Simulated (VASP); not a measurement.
Wanted: the native input for a VASP 6.6.1 run.

| Property | Result |
| --- | --- |
| Task | relaxation of cell and atoms |
| Functional | r2SCAN |
| Potentials or basis | VASP PAW PBE potentials, release 64 (K_sv, Br) |
| Cutoff | 600 eV |
| k mesh | 6 × 6 × 6 |
| Occupations | gaussian, width 0.02 eV |
| Spin | no spin polarisation |
| Dipole correction | no |
| Further INCAR settings | ALGO = Normal; EDIFF = 1e-07; IBRION = 2; EDIFFG = -0.01; NSW = 100; ISIF = 3 |

KBr:

```
K Br
1.0
     0.00000    3.29454    3.29454
     3.29454    0.00000    3.29454
     3.29454    3.29454    0.00000
K Br
1 1
Direct
  0.00000 0.00000 0.00000
  0.50000 0.50000 0.50000
```

The input as run:

POSCAR

```
KBr
1.0
    0.0000000000      3.2945409698      3.2945409698
    3.2945409698      0.0000000000      3.2945409698
    3.2945409698      3.2945409698      0.0000000000
K Br
1 1
Direct
    0.0000000000      0.0000000000      0.0000000000
    0.5000000000      0.5000000000      0.5000000000
```

INCAR.step1

```
PREC = Accurate
ENCUT = 600
ISMEAR = 0
SIGMA = 0.02
LREAL = False
LASPH = True
NELM = 60
GGA = PE
ALGO = Normal
EDIFF = 1E-4
LWAVE = True
LCHARG = False
```

INCAR.step2

```
PREC = Accurate
ENCUT = 600
EDIFF = 1E-7
ISMEAR = 0
SIGMA = 0.02
LREAL = False
LASPH = True
NELM = 60
ALGO = Normal
ISIF = 3
LWAVE = False
LCHARG = False
METAGGA = R2SCAN
LMIXTAU = True
IBRION = 2
NSW = 100
EDIFFG = -0.01
ISTART = 1
```

KPOINTS

```
regular mesh
0
Gamma
  6 6 6
```

Potentials or basis: VASP PAW PBE potentials, release 64 (K_sv, Br).

The run is started by

```console
$ cat potpaw_PBE.64/K_sv/POTCAR potpaw_PBE.64/Br/POTCAR > POTCAR
$ cp INCAR.step1 INCAR
$ mpirun -np 1 vasp_std > vasp.out
$ cp INCAR.step2 INCAR
$ mpirun -np 1 vasp_std > vasp.out
```

It gave:

The relaxed volume is 36.15 Å³/atom and the relaxed cell is a = 4.676 Å, b = 4.676 Å, c = 4.676 Å, α = 60.00°, β = 60.00°, γ = 60.00°. The space group after relaxing (to 0.1 Å) is Fm-3m (No. 225), the energy gained by relaxing is 0.2 meV/atom and the ionic steps are 3. The pressure after relaxing is 0.0 GPa and the band gap on the k mesh is 5.06 eV.

Caveat: the PAW data sets were made with another functional, which shifts forces and pressure a little.

It took 2.6 min on 1 thread of Intel(R) Xeon(R) Platinum 8488C (Sapphire Rapids), with other jobs on the host, peak memory 0.27 GiB.
